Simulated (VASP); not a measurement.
Here is a VASP 6.6.1 calculation.

The input INCAR:

```
SYSTEM = MoS2
ALGO = Normal ; EDIFF = 1E-6
ENCUT = 520 ; GGA = PE
ISIF = 2 ; ISMEAR = 0
IVDW = 12 ; LASPH = .True.
LCHARG = .True. ; LELF = .True.
LREAL = .False. ; LVHAR = .True.
LWAVE = .False. ; NBANDS = 20
NELM = 100 ; PREC = Accurate
SIGMA = 0.05
```

KPOINTS

```
k-points
0
Gamma
  12 12 12
  0 0 0
```

File POSCAR:

```
MoS2
1.0
    1.5291801475      0.8828725698      5.9065869609
   -1.5291801475      0.8828725698      5.9065869609
    0.0000000000     -1.7657451397      5.9065869609
Mo S
1 2
Direct
    0.0000172715      0.0000172715      0.0000172715
    0.7535591261      0.7535591261      0.7535591261
    0.5797236024      0.5797236024      0.5797236024
```

Potentials or basis: VASP PAW PBE potentials, release 64 (Mo_sv, S).

Run with:

```bash
$ cat potpaw_PBE.64/Mo_sv/POTCAR potpaw_PBE.64/S/POTCAR > POTCAR
$ mpirun -np 1 vasp_std > vasp.out
```

Task: Predict the largest force.

Result: 1.130 eV/Å.

Task: What does it give for the pressure?

Result: 13.7 GPa.

Task: Predict the band gap on the k mesh.

Result: 0.78 eV (least direct gap 2.05 eV).

Task: Estimate the dispersion energy per atom.

Result: -0.476 eV.

Forces on the atoms (eV/Å):
```
Mo   0.000  0.000  0.000
S    0.000  0.000  1.130
S    0.000  0.000 -1.130
```

Caveat: the cell differs from its parent crystal (strain -0.030 along x and y, -0.015 along z); the cell stands under pressure; forces of over 1 eV/Å act on the atoms, so gaps and moduli don't describe the material at rest. A k mesh can miss the band edges.
